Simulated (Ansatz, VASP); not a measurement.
# Ga2S in VASP and in Ansatz

File INCAR:

```
PREC     = Accurate       # precision mode
ENCUT    = 520            # plane-wave cutoff, eV
EDIFF    = 1E-6           # SCF threshold, eV
ISMEAR   = 0              # smearing method
SIGMA    = 0.1            # smearing width, eV
LREAL    = False          # projectors in reciprocal space
LASPH    = True           # aspherical terms in the spheres
NELM     = 80             # most SCF steps
ALGO     = Normal         # electronic algorithm
ISIF     = 2              # what is computed and relaxed
LWAVE    = False          # write WAVECAR
LCHARG   = False          # write CHGCAR
GGA      = PE             # functional
NBANDS   = 41             # bands
```

The input KPOINTS:

```
regular mesh
0
Gamma
  4 4 6
```

The input POSCAR:

```
Ga2S
1.0
    5.7029760749      0.0000000000      0.0000000000
    0.0000000000      5.7029760749      0.0000000000
    0.0000000000      0.0000000000      3.6732926003
Ga S
4 2
Direct
    0.3060000000      0.3060000000      0.0000000000
    0.1940000000      0.8060000000      0.5000000000
    0.6940000000      0.6940000000      0.0000000000
    0.8060000000      0.1940000000      0.5000000000
    0.0000000000      0.0000000000      0.0000000000
    0.5000000000      0.5000000000      0.5000000000
```

Input for Ansatz:

```yaml
crystal:
  lattice:
    - [5.7029760749, 0.0, 0.0]
    - [0.0, 5.7029760749, 0.0]
    - [0.0, 0.0, 3.6732926003]
  atoms:
    - { symbol: Ga, position: [0.306, 0.306, 0.0] }
    - { symbol: Ga, position: [0.194, 0.806, 0.5] }
    - { symbol: Ga, position: [0.694, 0.694, 0.0] }
    - { symbol: Ga, position: [0.806, 0.194, 0.5] }
    - { symbol: S, position: [0.0, 0.0, 0.0] }
    - { symbol: S, position: [0.5, 0.5, 0.5] }
basis:
  ecutwfc: 420
kpoints:
  mp_grid: { grid: [4, 4, 6] }
hamiltonian:
  xc: pbe
scf:
  occupations: { method: gaussian, width: 0.1 }
  lower_state_search: "off"
output:
  forces: true
  stress: true
  eigenvalues: true
```

Alike in both runs: task single point; functional PBE; k mesh 4 × 4 × 6; occupations gaussian, width 0.1 eV; no spin polarisation.

|  | VASP | Ansatz |
| --- | --- | --- |
| version | VASP 6.6.1 | Ansatz 0.2.0 |
| potentials or method | VASP PAW PBE potentials, release 64 (Ga_d, S), cutoff 520 eV | scalar-relativistic, plane waves, PAW |
| valence electrons in the cell | 64 | 64 |

```csv
,VASP,Ansatz,Ansatz less VASP
gap on the k mesh at the Fermi level (eV),none,none,-
pressure (GPa),11.1,11.0,-0.18
"traceless stress, the component that is largest in VASP (GPa)",1.62,1.61,-0.014
rms of the force components (eV/Å),0.466,0.464,-0.0020
```

Atom by atom the forces differ by 0.002 eV/Å (rms over components). A gap of «none» marks a metal or a gap that the smearing closes. The functional is the same, so the differences come from potentials, cutoffs and numerics.
